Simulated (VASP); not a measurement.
A run of VASP 6.6.1 is set up as follows.

Contents of INCAR:

```
PREC = Accurate
ENCUT = 520
EDIFF = 1E-7
ISMEAR = 1
SIGMA = 0.1
LREAL = False
LASPH = True
NELM = 60
ALGO = Normal
ISIF = 2
LWAVE = False
LCHARG = False
GGA = PS
NBANDS = 26
```

KPOINTS

```
regular mesh
0
Gamma
  9 9 9
```

Contents of POSCAR:

```
ZrNbN2
1.0
    1.6116010000      0.9304580000      5.1727030000
   -1.6116010000      0.9304580000      5.1727030000
    0.0000000000     -1.8609170000      5.1727030000
Zr Nb N
1 1 2
Direct
    0.5000000000      0.5000000000      0.5000000000
    0.0000000000      0.0000000000      0.0000000000
    0.7492170000      0.7492170000      0.7492170000
    0.2507830000      0.2507830000      0.2507830000
```

Potentials or basis: VASP PAW PBE potentials, release 64 (Zr_sv, Nb_sv, N).

The run is started by

```bash
$ cat potpaw_PBE.64/Zr_sv/POTCAR potpaw_PBE.64/Nb_sv/POTCAR potpaw_PBE.64/N/POTCAR > POTCAR
$ mpirun -np 1 vasp_std > vasp.out
```

(1) Predict the largest force.

(2) Predict the pressure.

Results:

(1) 0.193 eV/Å.

(2) -12.5 GPa.

Caveat: the PAW data sets were made with another functional, which shifts forces and pressure a little.
